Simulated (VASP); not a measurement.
# Hf2O (Pbcn) in VASP: a series of runs

The runs below take Hf2O through single point, relaxation of cell and atoms, with PBE.

Everything below comes from runs of VASP 6.6.1. Logs are shortened: lines on timing, memory, paths and dates and some standing lists are left out, and cuts for length are marked.

## Step 1: The cell of the first run

The structure is orthorhombic, space group Pbcn (No. 60). Conventional cell: a = 5.136 Å, b = 6.549 Å, c = 5.540 Å, α = 90.00°, β = 90.00°, γ = 90.00°. Within 3.3 Å of Hf (site symmetry 1) lie 3 O at 2.26 to 2.29 Å and 12 Hf at 3.10 to 3.28 Å. O (site symmetry 2) has 6 Hf at 2.26 to 2.29 Å within 3.0 Å.

## Step 2: Single point, PBE

The input, INCAR:

```
PREC = Accurate
ENCUT = 520
EDIFF = 1E-6
ISMEAR = 0
SIGMA = 0.2
LREAL = False
LASPH = True
NELM = 60
ALGO = Normal
ISIF = 2
LWAVE = False
LCHARG = False
GGA = PE
NBANDS = 64
```

The input, KPOINTS:

```
regular mesh
0
Gamma
  3 3 3
```

The input, POSCAR:

```
Hf2O
1.0
    5.1359042578      0.0000000000      0.0000000000
    0.0000000000      6.5490683621      0.0000000000
    0.0000000000      0.0000000000      5.5395911436
Hf O
8 4
Direct
    0.2408303959      0.8749101899      0.5803435999
    0.7591696041      0.8749101899      0.9196564001
    0.7408303959      0.6250898101      0.4196564001
    0.2591696041      0.6250898101      0.0803435999
    0.7591696041      0.1250898101      0.4196564001
    0.2408303959      0.1250898101      0.0803435999
    0.2591696041      0.3749101899      0.5803435999
    0.7408303959      0.3749101899      0.9196564001
    0.5000000000      0.8804232124      0.2500000000
    0.0000000000      0.6195767876      0.7500000000
    0.5000000000      0.1195767876      0.7500000000
    0.0000000000      0.3804232124      0.2500000000
```

Potentials or basis: VASP PAW PBE potentials, release 64 (Hf_pv, O).

Launch:

```sh
cat potpaw_PBE.64/Hf_pv/POTCAR potpaw_PBE.64/O/POTCAR > POTCAR
mpirun -np 1 vasp_std > vasp.out
```

OUTCAR:

```text
PREC = Accurate
   ENCUT = 520
   EDIFF = 1E-6
   ISMEAR = 0
   LREAL = False
   LASPH = True
   NELM = 60
   ISIF = 2
   GGA = PE

 ion  position               nearest neighbor table
   1  0.241  0.875  0.580-   9 2.26  10 2.28  11 2.29   5 3.10   2 3.11   3 3.17   3 3.17   6 3.22
                             6 3.22   4 3.22   4 3.22   5 3.25   2 3.26   7 3.28   7 3.28
   2  0.759  0.875  0.920-   9 2.26  10 2.28  11 2.29   6 3.10   1 3.11   4 3.17   4 3.17   5 3.22
                             5 3.22   3 3.22   3 3.22   6 3.25   1 3.26   8 3.28   8 3.28
   3  0.741  0.625  0.420-  10 2.26   9 2.28  12 2.29   7 3.10   4 3.11   1 3.17   1 3.17   8 3.22
                             8 3.22   2 3.22   2 3.22   7 3.25   4 3.26   5 3.28   5 3.28
   4  0.259  0.625  0.080-  10 2.26   9 2.28  12 2.29   8 3.10   3 3.11   2 3.17   2 3.17   7 3.22
                             7 3.22   1 3.22   1 3.22   8 3.25   3 3.26   6 3.28   6 3.28
   5  0.759  0.125  0.420-  11 2.26  12 2.28   9 2.29   1 3.10   6 3.11   7 3.17   7 3.17   2 3.22
                             2 3.22   8 3.22   8 3.22   1 3.25   6 3.26   3 3.28   3 3.28
   6  0.241  0.125  0.080-  11 2.26  12 2.28   9 2.29   2 3.10   5 3.11   8 3.17   8 3.17   1 3.22
                             1 3.22   7 3.22   7 3.22   2 3.25   5 3.26   4 3.28   4 3.28
   7  0.259  0.375  0.580-  12 2.26  11 2.28  10 2.29   3 3.10   8 3.11   5 3.17   5 3.17   4 3.22
                             4 3.22   6 3.22   6 3.22   3 3.25   8 3.26   1 3.28   1 3.28
   8  0.741  0.375  0.920-  12 2.26  11 2.28  10 2.29   4 3.10   7 3.11   6 3.17   6 3.17   3 3.22
                             3 3.22   5 3.22   5 3.22   4 3.25   7 3.26   2 3.28   2 3.28
   9  0.500  0.880  0.250-   1 2.26   2 2.26   3 2.28   4 2.28   5 2.29   6 2.29
  10  0.000  0.620  0.750-   3 2.26   4 2.26   1 2.28   2 2.28   7 2.29   8 2.29
  11  0.500  0.120  0.750-   5 2.26   6 2.26   7 2.28   8 2.28   1 2.29   2 2.29
  12  0.000  0.380  0.250-   7 2.26   8 2.26   5 2.28   6 2.28   3 2.29   4 2.29

  LATTYP: Found a simple orthorhombic cell.
 ALAT       =     5.1359042578
 B/A-ratio  =     1.0786009368
 C/A-ratio  =     1.2751539035

  Lattice vectors:

 A1 = (  -5.1359042578,   0.0000000000,   0.0000000000)
 A2 = (   0.0000000000,   0.0000000000,   5.5395911436)
 A3 = (   0.0000000000,   6.5490683621,   0.0000000000)

Analysis of symmetry for initial positions (statically):
=====================================================================
 Subroutine PRICEL returns:
 Original cell was already a primitive cell.

 Routine SETGRP: Setting up the symmetry group for a
 simple orthorhombic supercell.

 Subroutine GETGRP returns: Found  8 space group operations
 (whereof  2 operations were pure point group operations)
 out of a pool of  8 trial point group operations.

The static configuration has the point symmetry S_2 .
 The point group associated with its full space group is D_2h.

Analysis of symmetry for dynamics (positions and initial velocities):
=====================================================================
 Subroutine PRICEL returns:
 Original cell was already a primitive cell.

 Routine SETGRP: Setting up the symmetry group for a
 simple orthorhombic supercell.

 Subroutine GETGRP returns: Found  8 space group operations
 (whereof  2 operations were pure point group operations)
 out of a pool of  8 trial point group operations.

The dynamic configuration has the point symmetry S_2 .
 The point group associated with its full space group is D_2h.

 Subroutine INISYM returns: Found  8 space group operations
 (whereof  2 operations are pure point group operations),
 and found     1 'primitive' translations

----------------------------------------------------------------------------------------

                                     Primitive cell

  volume of cell :     186.3263

  direct lattice vectors                    reciprocal lattice vectors
     5.135904258  0.000000000  0.000000000     0.194707679  0.000000000  0.000000000
     0.000000000  6.549068362  0.000000000     0.000000000  0.152693474  0.000000000
     0.000000000  0.000000000  5.539591144     0.000000000  0.000000000  0.180518738

  length of vectors
     5.135904258  6.549068362  5.539591144     0.194707679  0.152693474  0.180518738

  position of ions in fractional coordinates (direct lattice)
     0.240830396  0.874910190  0.580343600
     0.759169604  0.874910190  0.919656400
     0.740830396  0.625089810  0.419656400
     0.259169604  0.625089810  0.080343600
     0.759169604  0.125089810  0.419656400
[... 36 lines left out ...]
     0.000000000  0.000000000  0.060172913     0.000000000  0.000000000  0.333333333

  Length of vectors
     0.064902560  0.050897825  0.060172913

  Shift w.r.t. Gamma in fractional coordinates (k-lattice)
     0.000000000  0.000000000  0.000000000

 Subroutine IBZKPT returns following result:
 ===========================================

 Found      8 irreducible k-points:

 Following reciprocal coordinates:
            Coordinates               Weight
  0.000000  0.000000  0.000000      1.000000
  0.333333  0.000000  0.000000      2.000000
  0.000000  0.333333  0.000000      2.000000
  0.333333  0.333333  0.000000      4.000000
  0.000000  0.000000  0.333333      2.000000
  0.333333  0.000000  0.333333      4.000000
  0.000000  0.333333  0.333333      4.000000
  0.333333  0.333333  0.333333      8.000000
   k-points           NKPTS =      8   k-points in BZ     NKDIM =      8   number of bands    NBANDS=     64
   number of dos      NEDOS =    301   number of ions     NIONS =     12
   total plane-waves  NPLWV =  84000
   dimension x,y,z NGX =    40 NGY =   50 NGZ =   42
   dimension x,y,z NGXF=    80 NGYF=  100 NGZF=   84
   ions per type =               8   4
   NGX,Y,Z   is equivalent  to a cutoff of  12.95, 12.69, 12.60 a.u.
   NGXF,Y,Z  is equivalent  to a cutoff of  25.90, 25.38, 25.21 a.u.
 SYSTEM =  unknown system
   PREC   = accura    normal or accurate (medium, high low for compatibility)
   ISTART =      0    job   : 0-new  1-cont  2-samecut
   ICHARG =      2    charge: 1-file 2-atom 10-const
   ISPIN  =      1    spin polarized calculation?
   LNONCOLLINEAR =      F non collinear calculations
   LSORBIT =      F    spin-orbit coupling
   LASPH  =      T    aspherical Exc in radial PAW
   ENCUT  =  520.0 eV  38.22 Ry    6.18 a.u.   9.55 12.18 10.30*2*pi/ulx,y,z
   NELM   =     60;   NELMIN=  2; NELMDL= -5     # of ELM steps
   EDIFF  = 0.1E-05   stopping-criterion for ELM
   LREAL  =      F    real-space projection
   EDIFFG = 0.1E-04   stopping-criterion for IOM
   NSW    =      0    number of steps for IOM
   IBRION =     -1    ionic relax: 0-MD 1-quasi-New 2-CG
   NFREE  =      0    steps in history (QN), initial steepest desc. (CG)
   ISIF   =      2    stress and relaxation
   ISYM   =      2    0-nonsym 1-usesym 2-fastsym
   POTIM  = 0.5000    time-step for ionic-motion
   TEBEG  =    0.0;   TEEND  =   0.0 temperature during run
   PSTRESS=    0.0 pullay stress
   NELECT =     104.0000    total number of electrons
   NUPDOWN=      -1.0000    fix difference up-down
   EMIN   =  10.00;   EMAX   =-10.00  energy-range for DOS
   EFERMI =   0.00;   METHOD = LEGACY
   ISMEAR =     0;   SIGMA  =   0.20  broadening in eV -4-tet -1-fermi 0-gaus
   EFERMI_NEDOS =   21; number of points for ismear=-14 and -15
   IALGO  =     38    algorithm
   IMIX   =      4    mixing-type and parameters
     AMIX     =   0.40;   BMIX     =  1.00
     AMIX_MAG =   1.60;   BMIX_MAG =  1.00
  volume/ion in A,a.u.               =      15.53       104.78
  Fermi-wavevector in a.u.,A,eV,Ry     =   1.347911  2.547182 24.719937  1.816864
  Thomas-Fermi vector in A             =   2.475623
   LORBIT       =      0    0 simple, 1 ext, 2 COOP (PROOUT), +10 PAW based schemes
   GGA     = PE    functional components
   LHFCALC =     F    Hartree Fock is set to
   AEXX    =    0.0000 exact exchange contribution
   IVDW    =     0    specifies the selected vdW correction
   LEPSILON=     F    determine dielectric tensor
   LRPA    =     F    only Hartree local field effects (RPA)
 non-spin polarized calculation
 Gauss-broadening in eV      SIGMA  =   0.20
  energy-cutoff  :      520.00
  volume of cell :      186.33
 maximum number of plane-waves:      5052
 NGX is ok and might be reduce to    40
   NGX = 19   NGY = 25   NGZ = 21

 number of electron     104.0000009 magnetization

 Free energy of the ion-electron system (eV)
  ---------------------------------------------------
  ext. energy  EPLUGINS =         0.00000000
  ---------------------------------------------------
  free energy    TOTEN  =      -120.54438313 eV

  energy without entropy =     -120.48946443  energy(sigma->0) =     -120.51692378

 E-fermi :   6.1267     XC(G=0): -11.8987

 val. band max:        5.9799116980   @ k =   0.0000   0.3333   0.0000
 cond. band min:       6.1405093789   @ k =   0.3333   0.3333   0.3333
 fundamental gap:      0.1605976810
 Fermi energy:         6.1266653093

 k-point     1 :       0.0000    0.0000    0.0000
  band No.  band energies     occupation
      1     -25.5067      2.00000
      2     -25.2583      2.00000
      3     -25.0898      2.00000
      4     -25.0332      2.00000
      5     -24.9962      2.00000
      6     -24.9497      2.00000
[... 525 lines left out ...]
     63       9.1010      0.00000
     64       9.2256      0.00000

------------------------ aborting loop because EDIFF is reached ----------------------------------------

  FORCE on cell =-STRESS in cart. coord.  units (eV):
  Direction    XX          YY          ZZ          XY          YZ          ZX
  --------------------------------------------------------------------------------------
  -------------------------------------------------------------------------------------
  Total       -1.4410577     -1.7038706     -1.6870918      0.0000000      0.0000000      0.0000000
  in kB      -12.3913261    -14.6511948    -14.5069175      0.0000000      0.0000000      0.0000000
  external PRESSURE =     -13.8498128 kB  Pullay stress =       0.0000000 kB

 VOLUME and BASIS-vectors are now :
 -----------------------------------------------------------------------------
  energy-cutoff  :      520.00
  volume of cell :      186.33
      direct lattice vectors                 reciprocal lattice vectors
     5.135904258  0.000000000  0.000000000     0.194707679  0.000000000  0.000000000
     0.000000000  6.549068362  0.000000000     0.000000000  0.152693474  0.000000000
     0.000000000  0.000000000  5.539591144     0.000000000  0.000000000  0.180518738

 POSITION                                       TOTAL-FORCE (eV/Angst)
 -----------------------------------------------------------------------------------
      1.23688      5.72985      3.21487         0.026267      0.023761     -0.034869
      3.89902      5.72985      5.09452        -0.026267      0.023761      0.034869
      3.80483      4.09376      2.32472         0.026267     -0.023761      0.034869
      1.33107      4.09376      0.44507        -0.026267     -0.023761     -0.034869
      3.89902      0.81922      2.32472        -0.026267     -0.023761      0.034869
      1.23688      0.81922      0.44507         0.026267     -0.023761     -0.034869
      1.33107      2.45531      3.21487        -0.026267      0.023761     -0.034869
      3.80483      2.45531      5.09452         0.026267      0.023761      0.034869
      2.56795      5.76595      1.38490         0.000000      0.049778     -0.000000
      0.00000      4.05765      4.15469         0.000000     -0.049778     -0.000000
      2.56795      0.78312      4.15469         0.000000     -0.049778      0.000000
      0.00000      2.49142      1.38490         0.000000      0.049778      0.000000
 -----------------------------------------------------------------------------------
    total drift:                               -0.000000      0.000000     -0.000000

  FREE ENERGIE OF THE ION-ELECTRON SYSTEM (eV)
  ---------------------------------------------------
  free  energy   TOTEN  =      -120.5443831295 eV

  energy  without entropy=     -120.4894644307  energy(sigma->0) =     -120.51692378
```

Wall time 76 s (1 thread of Intel Xeon Platinum 8559C (Emerald Rapids), shared host); peak memory 0.29 GiB.

What came out:

| Quantity | Value |
| --- | --- |
| Free energy | -120.5444 eV |
| Pressure | -1.4 GPa |
| Largest force | 0.050 eV/Å |
| Band gap on the k mesh | zero (bands 52 and 53 overlap by 0.62 eV) |

Forces on the atoms (eV/Å):
```
Hf   0.026  0.024 -0.035
Hf  -0.026  0.024  0.035
Hf   0.026 -0.024  0.035
Hf  -0.026 -0.024 -0.035
Hf  -0.026 -0.024  0.035
Hf   0.026 -0.024 -0.035
Hf  -0.026  0.024 -0.035
Hf   0.026  0.024  0.035
O    0.000  0.050  0.000
O    0.000 -0.050  0.000
O    0.000 -0.050  0.000
O    0.000  0.050  0.000
```

Stress tensor (GPa, compression positive):
```
-1.24  0.00  0.00
 0.00 -1.47  0.00
 0.00  0.00 -1.45
```

Caveat: the k points lie up to 0.41 Å⁻¹ apart, too coarse for converged energies and pressures of a metal; spin-orbit coupling is left out, which moves the levels of the heavy elements.

## Step 3: Relaxation of cell and atoms, PBE

This run uses another cell than the first one, of 15.30 Å³/atom.

The input, INCAR:

```
PREC     = Accurate       # precision mode
ENCUT    = 600            # plane-wave cutoff, eV
EDIFF    = 1E-7           # SCF threshold, eV
ISMEAR   = 0              # smearing method
SIGMA    = 0.2            # smearing width, eV
LREAL    = False          # projectors in reciprocal space
LASPH    = True           # aspherical terms in the spheres
NELM     = 60             # most SCF steps
ALGO     = Normal         # electronic algorithm
ISIF     = 3              # what is computed and relaxed
LWAVE    = False          # write WAVECAR
LCHARG   = False          # write CHGCAR
GGA      = PE             # functional
IBRION   = 2              # ionic algorithm
NSW      = 36             # ionic steps
EDIFFG   = -0.08          # ionic threshold
```

KPOINTS is that of step 2.

The input, POSCAR:

```
Hf2O
1.0
    5.0800000000      0.0000000000      0.0000000000
    0.0000000000      6.4600000000      0.0000000000
    0.0000000000      0.0000000000      5.5940000000
Hf O
8 4
Direct
    0.2500000000      0.8750000000      0.5830000000
    0.7500000000      0.8750000000      0.9170000000
    0.7500000000      0.6250000000      0.4170000000
    0.2500000000      0.6250000000      0.0830000000
    0.7500000000      0.1250000000      0.4170000000
    0.2500000000      0.1250000000      0.0830000000
    0.2500000000      0.3750000000      0.5830000000
    0.7500000000      0.3750000000      0.9170000000
    0.5000000000      0.8750000000      0.2500000000
    0.0000000000      0.6250000000      0.7500000000
    0.5000000000      0.1250000000      0.7500000000
    0.0000000000      0.3750000000      0.2500000000
```

Potentials or basis: VASP PAW PBE potentials, release 64 (Hf_pv, O).

Launch:

```sh
cat potpaw_PBE.64/Hf_pv/POTCAR potpaw_PBE.64/O/POTCAR > POTCAR
mpirun -np 1 vasp_std > vasp.out
```

It took 8.7 min on 1 thread of Intel Xeon Platinum 8559C (Emerald Rapids), shared host; peak memory 0.37 GiB.

The run converged. Its results:

```yaml
Free_energy: -120.5619 eV
Relaxed_volume: 15.39 Å³/atom
Relaxed_cell: a = 5.123 Å, b = 6.531 Å, c = 5.519 Å, α = 90.00°, β = 90.00°, γ = 90.00°
Space_group_after_relaxing_to_0.1_Å: Pbcn (No. 60)
Energy_gained_by_relaxing: 9.3 meV/atom
Ionic_steps: 8
Pressure_after_relaxing: 0.1 GPa
Largest_force_after_relaxing: 0.032 eV/Å
Band_gap_on_the_k_mesh: zero (bands 52 and 53 overlap by 0.63 eV)
```

Forces in eV/Å, atoms in the order of the input:
```
Hf   0.017 -0.025 -0.010
Hf  -0.017 -0.025  0.010
Hf   0.017  0.025  0.010
Hf  -0.017  0.025 -0.010
Hf  -0.017  0.025  0.010
Hf   0.017  0.025 -0.010
Hf  -0.017 -0.025 -0.010
Hf   0.017 -0.025  0.010
O    0.000  0.017  0.000
O    0.000 -0.017  0.000
O    0.000 -0.017  0.000
O    0.000  0.017  0.000
```

Step by step:
```
step  energy change (eV)  largest force (eV/Å)  pressure (GPa)  volume (Å³)
   1              0.0000                0.4021            1.40       183.58
   2             -0.0559                0.1842           -2.09       187.13
   3             -0.0572                0.2066           -1.64       186.64
   4             -0.0875                0.2219            0.57       184.18
   5             -0.0876                0.2177            0.44       184.32
   6             -0.1028                0.1556            0.16       184.57
   7             -0.1075                0.0961           -0.08       184.81
   8             -0.1113                0.0320            0.10       184.66
```

Final structure:
```
Hf O
1.0
     5.12322    0.00000    0.00000
     0.00000    6.53093    0.00000
     0.00000    0.00000    5.51892
Hf O
8 4
Cartesian
  1.2323 5.7172 3.1992
  3.8909 5.7172 5.0792
  3.7939 4.0792 2.3197
  1.3293 4.0792 0.4397
  3.8909 0.8137 2.3197
  1.2323 0.8137 0.4397
  1.3293 2.4518 3.1992
  3.7939 2.4518 5.0792
  2.5616 5.7539 1.3797
  0.0000 4.0425 4.1392
  2.5616 0.7770 4.1392
  0.0000 2.4884 1.3797
```

Levels at points of the mesh, in eV from the Fermi level:
| k point | band 49 | band 50 | band 51 | band 52 | band 53 | band 54 | band 55 | band 56 |
| --- | --- | --- | --- | --- | --- | --- | --- | --- |
| (0.00, 0.00, 0.00) | -0.92 | -0.88 | -0.77 | 0.64 | 0.68 | 0.90 | 1.29 | 1.47 |

Caveat: the k points lie up to 0.41 Å⁻¹ apart in the final cell, too coarse for converged energies and pressures of a metal; spin-orbit coupling is left out, which moves the levels of the heavy elements; the relaxation stopped at a loose force limit of 0.08 eV/Å, so its end isn't a converged minimum.
